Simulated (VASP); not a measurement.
# TiB2: relaxation of cell and atoms with revPBE+D3(BJ)

The system is TiB2.

```
CELL_PARAMETERS angstrom
3.02920 0.00000 0.00000
-1.51460 2.62336 0.00000
0.00000 0.00000 3.22840
ATOMIC_POSITIONS crystal
Ti 0.00000 0.00000 0.00000
B 0.66667 0.33333 0.50000
B 0.33333 0.66667 0.50000
```

- Program: VASP 6.6.1
- Task: relaxation of cell and atoms
- Functional: revPBE
- Dispersion: D3(BJ)
- Potentials or basis: VASP PAW PBE potentials, release 64 (Ti_sv, B)
- Cutoff: 600 eV
- k mesh: 10 × 10 × 8
- Occupations: fermi-dirac, width 0.05 eV
- Spin: no spin polarisation
- Dipole correction: no
- Further INCAR settings: ALGO = Normal; EDIFF = 1e-07; IBRION = 2; EDIFFG = -0.01; NSW = 60; ISIF = 3

```json
{
 "Relaxed volume": "8.16 Å³/atom",
 "Relaxed cell": "a = 2.989 Å, b = 2.989 Å, c = 3.163 Å, α = 90.00°, β = 90.00°, γ = 120.00°",
 "Space group after relaxing (to 0.1 Å)": "P6/mmm (No. 191)",
 "Energy gained by relaxing": "15.4 meV/atom",
 "Ionic steps": "7",
 "Pressure after relaxing": "-0.2 GPa",
 "Band gap on the k mesh": "zero (bands 9 and 10 overlap by 0.71 eV)",
 "Dispersion energy per atom": "-0.852 eV"
}
```

Step by step:
| step | energy change (eV) | largest force (eV/Å) | pressure (GPa) | volume (Å³) |
| --- | --- | --- | --- | --- |
| 1 | 0.0000 | 0.0000 | -11.78 | 25.66 |
| 2 | -0.0007 | 0.0000 | 13.64 | 23.39 |
| 3 | -0.0451 | 0.0000 | -0.04 | 24.48 |
| 4 | -0.0451 | 0.0000 | 0.20 | 24.46 |
| 5 | -0.0461 | 0.0000 | 0.21 | 24.44 |
| 6 | -0.0461 | 0.0000 | 0.21 | 24.44 |
| 7 | -0.0461 | 0.0000 | -0.16 | 24.47 |

Final structure:
```
Ti B
1.0
     2.98898    0.00000    0.00000
    -1.49449    2.58853    0.00000
     0.00000    0.00000    3.16294
Ti B
1 2
Direct
  0.00000 0.00000 0.00000
  0.66667 0.33333 0.50000
  0.33333 0.66667 0.50000
```

Levels at points of the mesh, in eV from the Fermi level:
| k point | band 6 | band 7 | band 8 | band 9 | band 10 | band 11 | band 12 | band 13 |
| --- | --- | --- | --- | --- | --- | --- | --- | --- |
| (0.00, 0.00, 0.00) | -2.68 | -2.68 | -2.20 | -2.15 | 2.11 | 2.11 | 4.00 | 4.00 |
| (0.50, 0.00, 0.00) | -9.31 | -3.29 | -3.25 | -2.33 | 1.51 | 2.98 | 3.51 | 3.61 |
| (0.00, 0.00, 0.50) | -7.75 | -0.51 | -0.51 | -0.16 | -0.16 | 0.53 | 0.53 | 1.93 |
| (0.50, 0.00, 0.50) | -7.60 | -4.78 | -3.93 | -3.12 | 2.79 | 3.18 | 4.92 | 4.98 |

Wall time 69 s on 1 thread of AMD EPYC 9R45 96-Core Processor (Zen 5), with other jobs on the host, peak memory 0.15 GiB.

Caveat: the PAW data sets were made with another functional, which shifts forces and pressure a little.
